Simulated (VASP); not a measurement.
Here is a VASP 6.6.1 calculation.

Contents of INCAR:

```
SYSTEM = Si
PREC = Accurate
ENCUT = 520
EDIFF = 1E-6
ISMEAR = 0
SIGMA = 0.15
LREAL = .FALSE.
LASPH = .TRUE.
NELM = 100
ALGO = Normal
ISIF = 2
LWAVE = .FALSE.
LCHARG = .FALSE.
GGA = CA
NBANDS = 11
```

KPOINTS

```
Automatic mesh
0
G
  12 12 8
  0 0 0
```

POSCAR

```
Si
1.0
    2.6510666864      0.0000000000      0.0000000000
   -1.3255333432      2.2958910975      0.0000000000
    0.0000000000      0.0000000000      4.5417424128
Si
2
Direct
    0.2772431532      0.6022614058      0.1754146471
    0.7227568468      0.3977385942      0.8245853529
```

Potentials or basis: VASP PAW LDA potentials, release 64 (Si).

Command:

```sh
$ cat potpaw_LDA.64/Si/POTCAR > POTCAR
$ mpirun -np 1 vasp_std > vasp.out
```

(1) What does it give for the largest force?

(2) Predict the band gap on the k mesh.

(3) Predict the pressure.

Results:

(1) 6.961 eV/Å.

(2) zero (bands 4 and 5 overlap by 8.65 eV).

(3) 33.0 GPa.

Caveat: the cell differs from its parent crystal (atom 1 moved 0.75 Å); the stress differs along the axes, from 14 to 52 GPa; forces of over 1 eV/Å act on the atoms, so gaps and moduli don't describe the material at rest.
